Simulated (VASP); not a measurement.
# NaF (Villiaumite) (Fm-3m) in VASP: relaxation of cell and atoms with LDA

Aim: the relaxation of cell and atoms of NaF (Villiaumite) with LDA.

Everything below comes from runs of VASP 6.6.1. Logs are shortened: lines on timing, memory, paths and dates and some standing lists are left out, and cuts for length are marked.

### Step 1. The cell of the first run

It takes space group Fm-3m (No. 225, cubic). Conventional cell: a = 4.504 Å, b = 4.504 Å, c = 4.504 Å, α = 90.00°, β = 90.00°, γ = 90.00°. Na (site symmetry m-3m) has 6 F at 2.25 Å within 3.0 Å. F (site symmetry m-3m) has 6 Na at 2.25 Å within 3.0 Å.

### Step 2. Relaxation of cell and atoms, LDA

The input, INCAR:

```
PREC = Accurate ; ENCUT = 600
EDIFF = 1E-6 ; ISMEAR = 0
SIGMA = 0.01 ; LREAL = F
LASPH = T ; NELM = 100
ALGO = Normal ; ISIF = 3
LWAVE = F ; LCHARG = F
IBRION = 2 ; NSW = 80
EDIFFG = -0.001
```

The input, KPOINTS:

```
regular mesh
0
Gamma
  10 10 10
```

The input, POSCAR:

```
NaF
1.0
    0.0000000000      2.2518000710      2.2518000710
    2.2518000710      0.0000000000      2.2518000710
    2.2518000710      2.2518000710      0.0000000000
Na F
1 1
Direct
    0.0000000000      0.0000000000      0.0000000000
    0.5000000000      0.5000000000      0.5000000000
```

Potentials or basis: VASP PAW LDA potentials, release 64 (Na_pv, F).

Launch:

```sh
$ cat potpaw_LDA.64/Na_pv/POTCAR potpaw_LDA.64/F/POTCAR > POTCAR
$ mpirun -np 1 vasp_std > vasp.out
```

OUTCAR:

```text
PREC = Accurate
   ENCUT = 600
   EDIFF = 1E-6
   ISMEAR = 0
   LREAL = F
   LASPH = T
   NELM = 100
   ISIF = 3
   IBRION = 2
   NSW = 80
   EDIFFG = -0.001

 ion  position               nearest neighbor table
   1  0.000  0.000  0.000-   2 2.25   2 2.25   2 2.25   2 2.25   2 2.25   2 2.25
   2  0.500  0.500  0.500-   1 2.25   1 2.25   1 2.25   1 2.25   1 2.25   1 2.25

  LATTYP: Found a face centered cubic cell.
 ALAT       =     4.5036001420

  Lattice vectors:

 A1 = (   0.0000000000,   2.2518000710,   2.2518000710)
 A2 = (   2.2518000710,   0.0000000000,   2.2518000710)
 A3 = (   2.2518000710,   2.2518000710,   0.0000000000)

Analysis of symmetry for initial positions (statically):
=====================================================================
 Subroutine PRICEL returns:
 Original cell was already a primitive cell.

 Routine SETGRP: Setting up the symmetry group for a
 face centered cubic supercell.

 Subroutine GETGRP returns: Found 48 space group operations
 (whereof 48 operations were pure point group operations)
 out of a pool of 48 trial point group operations.

The static configuration has the point symmetry O_h .

Analysis of symmetry for dynamics (positions and initial velocities):
=====================================================================
 Subroutine PRICEL returns:
 Original cell was already a primitive cell.

 Routine SETGRP: Setting up the symmetry group for a
 face centered cubic supercell.

 Subroutine GETGRP returns: Found 48 space group operations
 (whereof 48 operations were pure point group operations)
 out of a pool of 48 trial point group operations.

The dynamic configuration has the point symmetry O_h .

 Subroutine INISYM returns: Found 48 space group operations
 (whereof 48 operations are pure point group operations),
 and found     1 'primitive' translations

----------------------------------------------------------------------------------------

                                     Primitive cell

  volume of cell :      22.8360

  direct lattice vectors                    reciprocal lattice vectors
     0.000000000  2.251800071  2.251800071    -0.222044580  0.222044580  0.222044580
     2.251800071  0.000000000  2.251800071     0.222044580 -0.222044580  0.222044580
     2.251800071  2.251800071  0.000000000     0.222044580  0.222044580 -0.222044580

  length of vectors
     3.184526200  3.184526200  3.184526200     0.384592493  0.384592493  0.384592493

  position of ions in fractional coordinates (direct lattice)
     0.000000000  0.000000000  0.000000000
     0.500000000  0.500000000  0.500000000

  ion indices of the primitive-cell ions
   primitive index   ion index
                 1           1
                 2           2

----------------------------------------------------------------------------------------

 KPOINTS: regular mesh

Automatic generation of k-mesh.
 Grid dimensions read from file:
 generate k-points for:   10   10   10

 Generating k-lattice:

  Cartesian coordinates                     Fractional coordinates (reciprocal lattice)
    -0.022204458  0.022204458  0.022204458     0.100000000  0.000000000  0.000000000
     0.022204458 -0.022204458  0.022204458     0.000000000  0.100000000  0.000000000
     0.022204458  0.022204458 -0.022204458     0.000000000  0.000000000  0.100000000

  Length of vectors
     0.038459249  0.038459249  0.038459249

  Shift w.r.t. Gamma in fractional coordinates (k-lattice)
     0.000000000  0.000000000  0.000000000

 Subroutine IBZKPT returns following result:
 ===========================================

 Found     47 irreducible k-points:

 Following reciprocal coordinates:
            Coordinates               Weight
  0.000000  0.000000  0.000000      1.000000
  0.100000  0.000000  0.000000      8.000000
  0.200000  0.000000  0.000000      8.000000
  0.300000  0.000000  0.000000      8.000000
  0.400000  0.000000  0.000000      8.000000
  0.500000  0.000000  0.000000      4.000000
[... 16 lines left out ...]
  0.300000  0.300000  0.000000      6.000000
  0.400000  0.300000  0.000000     24.000000
 [... further k-points ...]
   k-points           NKPTS =     47   k-points in BZ     NKDIM =     47   number of bands    NBANDS=     11
   number of dos      NEDOS =    301   number of ions     NIONS =      2
   total plane-waves  NPLWV =  21952
   dimension x,y,z NGX =    28 NGY =   28 NGZ =   28
   dimension x,y,z NGXF=    56 NGYF=   56 NGZF=   56
   ions per type =               1   1
   NGX,Y,Z   is equivalent  to a cutoff of  14.62, 14.62, 14.62 a.u.
   NGXF,Y,Z  is equivalent  to a cutoff of  29.23, 29.23, 29.23 a.u.
 SYSTEM =  unknown system
   PREC   = accura    normal or accurate (medium, high low for compatibility)
   ISTART =      0    job   : 0-new  1-cont  2-samecut
   ICHARG =      2    charge: 1-file 2-atom 10-const
   ISPIN  =      1    spin polarized calculation?
   LNONCOLLINEAR =      F non collinear calculations
   LSORBIT =      F    spin-orbit coupling
   LASPH  =      T    aspherical Exc in radial PAW
   ENCUT  =  600.0 eV  44.10 Ry    6.64 a.u.   6.36  6.36  6.36*2*pi/ulx,y,z
   NELM   =    100;   NELMIN=  2; NELMDL= -5     # of ELM steps
   EDIFF  = 0.1E-05   stopping-criterion for ELM
   LREAL  =      F    real-space projection
   EDIFFG = -.1E-02   stopping-criterion for IOM
   NSW    =     80    number of steps for IOM
   IBRION =      2    ionic relax: 0-MD 1-quasi-New 2-CG
   NFREE  =      1    steps in history (QN), initial steepest desc. (CG)
   ISIF   =      3    stress and relaxation
   ISYM   =      2    0-nonsym 1-usesym 2-fastsym
   POTIM  = 0.5000    time-step for ionic-motion
   TEBEG  =    0.0;   TEEND  =   0.0 temperature during run
   PSTRESS=    0.0 pullay stress
   NELECT =      14.0000    total number of electrons
   NUPDOWN=      -1.0000    fix difference up-down
   EMIN   =  10.00;   EMAX   =-10.00  energy-range for DOS
   EFERMI =   0.00;   METHOD = LEGACY
   ISMEAR =     0;   SIGMA  =   0.01  broadening in eV -4-tet -1-fermi 0-gaus
   EFERMI_NEDOS =   21; number of points for ismear=-14 and -15
   IALGO  =     38    algorithm
   IMIX   =      4    mixing-type and parameters
     AMIX     =   0.40;   BMIX     =  1.00
     AMIX_MAG =   1.60;   BMIX_MAG =  1.00
  volume/ion in A,a.u.               =      11.42        77.05
  Fermi-wavevector in a.u.,A,eV,Ry     =   1.390735  2.628108 26.315620  1.934144
  Thomas-Fermi vector in A             =   2.514641
   LORBIT       =      0    0 simple, 1 ext, 2 COOP (PROOUT), +10 PAW based schemes
   GGA     = CA    functional components
   LHFCALC =     F    Hartree Fock is set to
   AEXX    =    0.0000 exact exchange contribution
   IVDW    =     0    specifies the selected vdW correction
   LEPSILON=     F    determine dielectric tensor
   LRPA    =     F    only Hartree local field effects (RPA)
 conjugate gradient relaxation of ions
 non-spin polarized calculation
 Gauss-broadening in eV      SIGMA  =   0.01
  energy-cutoff  :      600.00
  volume of cell :       22.84
 maximum number of plane-waves:       778
 NGX is ok and might be reduce to    28
   NGX = 13   NGY = 13   NGZ = 13

--------------------------------------- Ionic step        1  -------------------------------------------

 number of electron      14.0000003 magnetization

 Free energy of the ion-electron system (eV)
  ---------------------------------------------------
  ext. energy  EPLUGINS =         0.00000000
  ---------------------------------------------------
  free energy    TOTEN  =        -9.33449065 eV

  energy without entropy =       -9.33449065  energy(sigma->0) =       -9.33449065

------------------------ aborting loop because EDIFF is reached ----------------------------------------

  FORCE on cell =-STRESS in cart. coord.  units (eV):
  Direction    XX          YY          ZZ          XY          YZ          ZX
  --------------------------------------------------------------------------------------
  -------------------------------------------------------------------------------------
  Total       -0.0285005     -0.0285005     -0.0285005      0.0000000      0.0000000     -0.0000000
  in kB       -1.9996047     -1.9996047     -1.9996047      0.0000000      0.0000000     -0.0000000
  external PRESSURE =      -1.9996047 kB  Pullay stress =       0.0000000 kB
[... 165 lines left out ...]
  energy  without entropy=       -9.3345252862  energy(sigma->0) =       -9.33452529

--------------------------------------- Ionic step        6  -------------------------------------------

 number of electron      14.0000002 magnetization

 Free energy of the ion-electron system (eV)
  ---------------------------------------------------
  ext. energy  EPLUGINS =         0.00000000
  ---------------------------------------------------
  free energy    TOTEN  =        -9.33452724 eV

  energy without entropy =       -9.33452724  energy(sigma->0) =       -9.33452724

 E-fermi :  -2.0451     XC(G=0): -10.3948

 val. band max:       -2.1036930700   @ k =   0.0000   0.0000   0.0000
 cond. band min:       4.3465808040   @ k =   0.0000   0.0000   0.0000
 fundamental gap:      6.4502738740
 Fermi energy:        -2.0450869352

 k-point     1 :       0.0000    0.0000    0.0000
  band No.  band energies     occupation
      1     -21.0305      2.00000
      2     -20.6169      2.00000
      3     -20.6169      2.00000
      4     -20.6169      2.00000
      5      -2.1037      2.00000
      6      -2.1037      2.00000
      7      -2.1037      2.00000
      8       4.3466      0.00000
      9      17.0429      0.00000
     10      17.0429      0.00000
     11      17.0429      0.00000
[... 309 lines left out ...]
 k-point    24 :       0.4000    0.3000    0.0000
  band No.  band energies     occupation
      1     -21.2984      2.00000
      2     -20.6858      2.00000
      3     -20.6741      2.00000
      4     -20.1858      2.00000
      5      -3.4760      2.00000
      6      -2.5486      2.00000
      7      -2.4821      2.00000
      8       8.8124      0.00000
      9      11.6427      0.00000
     10      15.1478      0.00000
     11      18.1151      0.00000

 [... further k-points ...]

------------------------ aborting loop because EDIFF is reached ----------------------------------------

  FORCE on cell =-STRESS in cart. coord.  units (eV):
  Direction    XX          YY          ZZ          XY          YZ          ZX
  --------------------------------------------------------------------------------------
  -------------------------------------------------------------------------------------
  Total        0.0000572      0.0000572      0.0000572     -0.0000000      0.0000000      0.0000000
  in kB        0.0040266      0.0040266      0.0040266     -0.0000000      0.0000000      0.0000000
  external PRESSURE =       0.0040266 kB  Pullay stress =       0.0000000 kB
[... 17 lines left out ...]
  FREE ENERGIE OF THE ION-ELECTRON SYSTEM (eV)
  ---------------------------------------------------
  free  energy   TOTEN  =        -9.3345272354 eV

  energy  without entropy=       -9.3345272354  energy(sigma->0) =       -9.33452724

 reached required accuracy - stopping structural energy minimisation
```

Wall time 17 s (1 thread of Intel Xeon 6975P-C (Granite Rapids), shared host); peak memory 0.14 GiB.

What came out:

| Property | Result |
| --- | --- |
| Free energy | -9.3345 eV |
| Relaxed volume | 11.39 Å³/atom |
| Relaxed cell | a = 3.182 Å, b = 3.182 Å, c = 3.182 Å, α = 60.00°, β = 60.00°, γ = 60.00° |
| Space group after relaxing (to 0.05 Å) | Fm-3m (No. 225) |
| Energy gained by relaxing | 0.0 meV/atom |
| Ionic steps | 6 |
| Pressure after relaxing | 0.0 GPa |
| Band gap on the k mesh | 6.45 eV, direct |

Final structure:
```yaml
crystal:
  lattice:
    - [0.00000, 2.24977, 2.24977]
    - [2.24977, 0.00000, 2.24977]
    - [2.24977, 2.24977, 0.00000]
  atoms:
    - { symbol: Na, position: [0.00000, 0.00000, 0.00000] }
    - { symbol: F, position: [0.50000, 0.50000, 0.50000] }
```
